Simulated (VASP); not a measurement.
A run of VASP 6.6.1 is set up as follows.

INCAR

```
SYSTEM = Ir4Pt3
PREC     = Accurate       ! precision mode
ENCUT    = 500            ! plane-wave cutoff, eV
EDIFF    = 1E-6           ! SCF threshold, eV
ISMEAR   = 0              ! smearing method
SIGMA    = 0.2            ! smearing width, eV
LREAL    = .FALSE.        ! projectors in reciprocal space
LASPH    = .TRUE.         ! aspherical terms in the spheres
NELM     = 120            ! most SCF steps
ALGO     = Normal         ! electronic algorithm
ISIF     = 2              ! what is computed and relaxed
LWAVE    = .FALSE.        ! write WAVECAR
LCHARG   = .FALSE.        ! write CHGCAR
GGA      = PE             ! functional
NBANDS   = 42             ! bands
GGA_COMPAT= .FALSE.
```

File KPOINTS:

```
Automatic mesh
0
G
  4 4 4
  0 0 0
```

Contents of POSCAR:

```
Ir4Pt3
1.0
    5.1146391280      0.0000000000      0.0000000000
    0.0000000000      5.1146391280      0.0000000000
    0.0000000000      0.0000000000      5.1146391280
Ir Pt
4 3
Direct
    0.5000000000      0.5000000000      0.5000000000
    0.5000000000      0.0000000000      0.0000000000
    0.0000000000      0.5000000000      0.0000000000
    0.0000000000      0.0000000000      0.5000000000
    0.5000000000      0.5000000000      0.0000000000
    0.0000000000      0.5000000000      0.5000000000
    0.5000000000      0.0000000000      0.5000000000
```

Potentials or basis: VASP PAW PBE potentials, release 64 (Ir, Pt).

Launch:

```sh
$ cat potpaw_PBE.64/Ir/POTCAR potpaw_PBE.64/Pt/POTCAR > POTCAR
$ mpirun -np 1 vasp_std > vasp.out
```

(1) What does it give for the band gap on the k mesh?

(2) What does it give for the pressure?

Results:

(1) zero (band 33 reaches 7.13 eV, above the bottom of band 34 at 5.70 eV).

(2) -0.1 GPa.

Caveat: spin-orbit coupling is left out, which moves the levels of the heavy elements.
